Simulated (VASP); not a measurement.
# BaTe (P6_3/mmc) in VASP: a series of runs

Runs on BaTe. Level: PBE. Tasks: single point, relaxation of cell and atoms.

Program: VASP 6.6.1. These are calculated values, not measurements. Logs are shortened: lines on timing, memory, paths and dates and some standing lists are left out, and cuts for length are marked.

## 1. The cell of the first run

It takes space group P6_3/mmc (No. 194, hexagonal). Conventional cell: a = 5.974 Å, b = 5.974 Å, c = 7.002 Å, α = 90.00°, β = 90.00°, γ = 120.00°. Ba (site symmetry -6m2) has 5 Te at 3.45 to 3.50 Å within 4.5 Å. Te (site symmetry -6m2) has 5 Ba at 3.45 to 3.50 Å within 4.5 Å.

## 2. Single point, PBE

Contents of INCAR:

```
SYSTEM = BaTe
  ALGO = Normal
  EDIFF = 1E-7
  ENCUT = 520
  GGA = PE
  ISIF = 2
  ISMEAR = -1
  LASPH = .True.
  LCHARG = .False.
  LREAL = .False.
  LWAVE = .False.
  NBANDS = 24
  NELM = 100
  PREC = Accurate
  SIGMA = 0.02
```

Contents of KPOINTS:

```
k-points
0
Gamma
  6 6 4
  0 0 0
```

Contents of POSCAR:

```
BaTe
1.0
    5.9738370715      0.0000000000      0.0000000000
   -2.9869185357      5.1734946620      0.0000000000
    0.0000000000      0.0000000000      7.0021674675
Ba Te
2 2
Direct
    0.3333333333      0.6666666667      0.2500000000
    0.6666666667      0.3333333333      0.7500000000
    0.6666666667      0.3333333333      0.2500000000
    0.3333333333      0.6666666667      0.7500000000
```

Potentials or basis: VASP PAW PBE potentials, release 64 (Ba_sv, Te).

Command:

```bash
cat potpaw_PBE.64/Ba_sv/POTCAR potpaw_PBE.64/Te/POTCAR > POTCAR
mpirun -np 1 vasp_std > vasp.out
```

OUTCAR:

```text
SYSTEM = BaTe
   EDIFF = 1E-7
   ENCUT = 520
   GGA = PE
   ISIF = 2
   ISMEAR = -1
   LASPH = .True.
   LREAL = .False.
   NELM = 100
   PREC = Accurate

 ion  position               nearest neighbor table
   1  0.333  0.667  0.250-   3 3.45   3 3.45   3 3.45   4 3.50   4 3.50
   2  0.667  0.333  0.750-   4 3.45   4 3.45   4 3.45   3 3.50   3 3.50
   3  0.667  0.333  0.250-   1 3.45   1 3.45   1 3.45   2 3.50   2 3.50
   4  0.333  0.667  0.750-   2 3.45   2 3.45   2 3.45   1 3.50   1 3.50

  LATTYP: Found a hexagonal cell.
 ALAT       =     5.9738370715
 C/A-ratio  =     1.1721390094

  Lattice vectors:

 A1 = (   5.9738370715,   0.0000000000,   0.0000000000)
 A2 = (  -2.9869185357,   5.1734946620,   0.0000000000)
 A3 = (   0.0000000000,   0.0000000000,   7.0021674675)

Analysis of symmetry for initial positions (statically):
=====================================================================
 Subroutine PRICEL returns:
 Original cell was already a primitive cell.

 Routine SETGRP: Setting up the symmetry group for a
 hexagonal supercell.

 Subroutine GETGRP returns: Found 24 space group operations
 (whereof 12 operations were pure point group operations)
 out of a pool of 24 trial point group operations.

The static configuration has the point symmetry D_3d.
 The point group associated with its full space group is D_6h.

Analysis of symmetry for dynamics (positions and initial velocities):
=====================================================================
 Subroutine PRICEL returns:
 Original cell was already a primitive cell.

 Routine SETGRP: Setting up the symmetry group for a
 hexagonal supercell.

 Subroutine GETGRP returns: Found 24 space group operations
 (whereof 12 operations were pure point group operations)
 out of a pool of 24 trial point group operations.

The dynamic configuration has the point symmetry D_3d.
 The point group associated with its full space group is D_6h.

 Subroutine INISYM returns: Found 24 space group operations
 (whereof 12 operations are pure point group operations),
 and found     1 'primitive' translations

----------------------------------------------------------------------------------------

                                     Primitive cell

  volume of cell :     216.4063

  direct lattice vectors                    reciprocal lattice vectors
     5.973837072  0.000000000  0.000000000     0.167396598  0.096646471  0.000000000
    -2.986918536  5.173494662  0.000000000     0.000000000  0.193292941  0.000000000
     0.000000000  0.000000000  7.002167467     0.000000000  0.000000000  0.142812923

  length of vectors
     5.973837072  5.973837071  7.002167467     0.193292941  0.193292941  0.142812923

  position of ions in fractional coordinates (direct lattice)
     0.333333333  0.666666667  0.250000000
     0.666666667  0.333333333  0.750000000
     0.666666667  0.333333333  0.250000000
     0.333333333  0.666666667  0.750000000

  ion indices of the primitive-cell ions
   primitive index   ion index
                 1           1
                 2           2
                 3           3
                 4           4

----------------------------------------------------------------------------------------

 KPOINTS: k-points

Automatic generation of k-mesh.
 Grid dimensions read from file:
 generate k-points for:    6    6    4

 Generating k-lattice:

  Cartesian coordinates                     Fractional coordinates (reciprocal lattice)
     0.027899433  0.016107745  0.000000000     0.166666667  0.000000000  0.000000000
     0.000000000  0.032215490  0.000000000     0.000000000  0.166666667  0.000000000
     0.000000000  0.000000000  0.035703231     0.000000000  0.000000000  0.250000000

  Length of vectors
     0.032215490  0.032215490  0.035703231

  Shift w.r.t. Gamma in fractional coordinates (k-lattice)
     0.000000000  0.000000000  0.000000000

 Subroutine IBZKPT returns following result:
 ===========================================

 Found     21 irreducible k-points:

 Following reciprocal coordinates:
            Coordinates               Weight
  0.000000  0.000000  0.000000      1.000000
  0.166667  0.000000  0.000000      6.000000
  0.333333  0.000000  0.000000      6.000000
  0.500000  0.000000  0.000000      3.000000
  0.166667  0.166667  0.000000      6.000000
  0.333333  0.166667  0.000000     12.000000
[... 13 lines left out ...]
  0.333333  0.166667  0.500000     12.000000
  0.333333  0.333333  0.500000      2.000000
   k-points           NKPTS =     21   k-points in BZ     NKDIM =     21   number of bands    NBANDS=     24
   number of dos      NEDOS =    301   number of ions     NIONS =      4
   total plane-waves  NPLWV = 124416
   dimension x,y,z NGX =    48 NGY =   48 NGZ =   54
   dimension x,y,z NGXF=    96 NGYF=   96 NGZF=  108
   ions per type =               2   2
   NGX,Y,Z   is equivalent  to a cutoff of  13.36, 13.36, 12.82 a.u.
   NGXF,Y,Z  is equivalent  to a cutoff of  26.72, 26.72, 25.64 a.u.
 SYSTEM =  BaTe
   PREC   = accura    normal or accurate (medium, high low for compatibility)
   ISTART =      0    job   : 0-new  1-cont  2-samecut
   ICHARG =      2    charge: 1-file 2-atom 10-const
   ISPIN  =      1    spin polarized calculation?
   LNONCOLLINEAR =      F non collinear calculations
   LSORBIT =      F    spin-orbit coupling
   LASPH  =      T    aspherical Exc in radial PAW
   ENCUT  =  520.0 eV  38.22 Ry    6.18 a.u.  11.11 11.11 13.02*2*pi/ulx,y,z
   NELM   =    100;   NELMIN=  2; NELMDL= -5     # of ELM steps
   EDIFF  = 0.1E-06   stopping-criterion for ELM
   LREAL  =      F    real-space projection
   EDIFFG = 0.1E-05   stopping-criterion for IOM
   NSW    =      0    number of steps for IOM
   IBRION =     -1    ionic relax: 0-MD 1-quasi-New 2-CG
   NFREE  =      0    steps in history (QN), initial steepest desc. (CG)
   ISIF   =      2    stress and relaxation
   ISYM   =      2    0-nonsym 1-usesym 2-fastsym
   POTIM  = 0.5000    time-step for ionic-motion
   TEBEG  =    0.0;   TEEND  =   0.0 temperature during run
   PSTRESS=    0.0 pullay stress
   NELECT =      32.0000    total number of electrons
   NUPDOWN=      -1.0000    fix difference up-down
   EMIN   =  10.00;   EMAX   =-10.00  energy-range for DOS
   EFERMI =   0.00;   METHOD = LEGACY
   ISMEAR =    -1;   SIGMA  =   0.02  broadening in eV -4-tet -1-fermi 0-gaus
   EFERMI_NEDOS =   21; number of points for ismear=-14 and -15
   IALGO  =     38    algorithm
   IMIX   =      4    mixing-type and parameters
     AMIX     =   0.40;   BMIX     =  1.00
     AMIX_MAG =   1.60;   BMIX_MAG =  1.00
  volume/ion in A,a.u.               =      54.10       365.10
  Fermi-wavevector in a.u.,A,eV,Ry     =   0.865702  1.635939 10.196739  0.749439
  Thomas-Fermi vector in A             =   1.983983
   LORBIT       =      0    0 simple, 1 ext, 2 COOP (PROOUT), +10 PAW based schemes
   GGA     = PE    functional components
   LHFCALC =     F    Hartree Fock is set to
   AEXX    =    0.0000 exact exchange contribution
   IVDW    =     0    specifies the selected vdW correction
   LEPSILON=     F    determine dielectric tensor
   LRPA    =     F    only Hartree local field effects (RPA)
 non-spin polarized calculation
  energy-cutoff  :      520.00
  volume of cell :      216.41
 maximum number of plane-waves:      5894
 NGX is ok and might be reduce to    48
   NGX = 23   NGY = 23   NGZ = 27

 number of electron      32.0000001 magnetization

 Free energy of the ion-electron system (eV)
  ---------------------------------------------------
  ext. energy  EPLUGINS =         0.00000000
  ---------------------------------------------------
  free energy    TOTEN  =       -16.77739822 eV

  energy without entropy =      -16.77739822  energy(sigma->0) =      -16.77739822

 E-fermi :   1.4526     XC(G=0):  -7.0788

 val. band max:        1.0166519845   @ k =   0.0000   0.0000   0.0000
 cond. band min:       2.9038277860   @ k =   0.3333   0.3333   0.0000
 fundamental gap:      1.8871758015
 Fermi energy:         1.4525816668

 k-point     1 :       0.0000    0.0000    0.0000
  band No.  band energies     occupation
      1     -26.2512      2.00000
      2     -26.2370      2.00000
      3     -11.5449      2.00000
      4     -11.5038      2.00000
      5     -11.5038      2.00000
      6     -11.4385      2.00000
[... 16 lines left out ...]
     23       5.5303      0.00000
     24       6.3289      0.00000

 k-point     2 :       0.1667    0.0000    0.0000
  band No.  band energies     occupation
      1     -26.2502      2.00000
      2     -26.2376      2.00000
      3     -11.5345      2.00000
      4     -11.5284      2.00000
      5     -11.5093      2.00000
      6     -11.4699      2.00000
[... 16 lines left out ...]
     23       5.7354      0.00000
     24       5.7569      0.00000

 k-point     3 :       0.3333    0.0000    0.0000
  band No.  band energies     occupation
      1     -26.2475      2.00000
      2     -26.2393      2.00000
      3     -11.5758      2.00000
      4     -11.5299      2.00000
      5     -11.5196      2.00000
      6     -11.5081      2.00000
[... 16 lines left out ...]
     23       5.4403      0.00000
     24       5.6879      0.00000
[... 433 lines left out ...]
 k-point    20 :       0.3333    0.1667    0.5000
  band No.  band energies     occupation
      1     -26.2431      2.00000
      2     -26.2431      2.00000
      3     -11.6830      2.00000
      4     -11.6830      2.00000
      5     -11.4863      2.00000
      6     -11.4863      2.00000
[... 16 lines left out ...]
     23       5.7287      0.00000
     24       5.7287      0.00000

 k-point    21 :       0.3333    0.3333    0.5000
  band No.  band energies     occupation
      1     -26.2430      2.00000
      2     -26.2430      2.00000
      3     -11.6947      2.00000
      4     -11.6947      2.00000
      5     -11.4924      2.00000
      6     -11.4924      2.00000
[... 16 lines left out ...]
     23       5.8958      0.00000
     24       5.8958      0.00000

------------------------ aborting loop because EDIFF is reached ----------------------------------------

  FORCE on cell =-STRESS in cart. coord.  units (eV):
  Direction    XX          YY          ZZ          XY          YZ          ZX
  --------------------------------------------------------------------------------------
  -------------------------------------------------------------------------------------
  Total        0.2771717      0.2771717      0.3793250      0.0000000      0.0000000      0.0000000
  in kB        2.0520575      2.0520575      2.8083559      0.0000000      0.0000000      0.0000000
  external PRESSURE =       2.3041570 kB  Pullay stress =       0.0000000 kB

 VOLUME and BASIS-vectors are now :
 -----------------------------------------------------------------------------
  energy-cutoff  :      520.00
  volume of cell :      216.41
      direct lattice vectors                 reciprocal lattice vectors
     5.973837072  0.000000000  0.000000000     0.167396598  0.096646471  0.000000000
    -2.986918536  5.173494662  0.000000000     0.000000000  0.193292941  0.000000000
     0.000000000  0.000000000  7.002167467     0.000000000  0.000000000  0.142812923

 POSITION                                       TOTAL-FORCE (eV/Angst)
 -----------------------------------------------------------------------------------
     -0.00000      3.44900      1.75054        -0.000000     -0.000000      0.000000
      2.98692      1.72450      5.25163         0.000000     -0.000000      0.000000
      2.98692      1.72450      1.75054        -0.000000      0.000000      0.000000
     -0.00000      3.44900      5.25163        -0.000000      0.000000      0.000000
 -----------------------------------------------------------------------------------
    total drift:                                0.000000     -0.000000      0.000000

  FREE ENERGIE OF THE ION-ELECTRON SYSTEM (eV)
  ---------------------------------------------------
  free  energy   TOTEN  =       -16.7773982218 eV

  energy  without entropy=      -16.7773982218  energy(sigma->0) =      -16.77739822
```

Run time: 1.7 min. Hardware: 1 thread of AMD EPYC 9R45 (Zen 5), shared host; peak memory 0.36 GiB.

Results:

| Property | Result |
| --- | --- |
| Free energy | -16.7774 eV |
| Pressure | 0.2 GPa |
| Band gap on the k mesh | 1.89 eV (least direct gap 2.17 eV) |

Caveat: spin-orbit coupling is left out, which moves the levels of the heavy elements. A k mesh can miss the band edges.

(Continued in part 2 of 2.)
